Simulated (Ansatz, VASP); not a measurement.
# One calculation of CoSi3, two programs

```
CELL_PARAMETERS angstrom
7.45208 0.00000 0.00000
-3.72604 6.45369 0.00000
0.00000 0.00000 2.60266
ATOMIC_POSITIONS crystal
Co 0.33333 0.66667 0.00000
Co 0.66667 0.33333 0.00000
Si 0.81387 0.18613 0.50000
Si 0.81387 0.62775 0.50000
Si 0.37225 0.18613 0.50000
Si 0.18613 0.81387 0.50000
Si 0.18613 0.37225 0.50000
Si 0.62775 0.81387 0.50000
```

Alike in both runs: functional PBE; k mesh 6 × 6 × 14; occupations gaussian, width 0.1 eV; no spin polarisation.

Ansatz relaxed the structure, and its values are those at the end. VASP's run is a single point on that final structure, the one shown.

```csv
,VASP,Ansatz
version,VASP 6.6.1,Ansatz 0.2.0
potentials or method,"VASP PAW PBE potentials, release 64 (Co, Si), cutoff 600 eV","scalar-relativistic, plane waves, PAW"
valence electrons in the cell,42,58
```

VASP gave:

- gap on the k mesh at the Fermi level (eV): none
- pressure (GPa): -0.1

Problem. What did Ansatz give for the same quantities?

Solution. gap on the k mesh at the Fermi level (eV): none; pressure (GPa): 0.0.

A gap of «none» marks a metal or a gap that the smearing closes. VASP's potentials hold 42 valence electrons a cell and Ansatz's 58, so a difference there can come from the potentials and not from the codes.
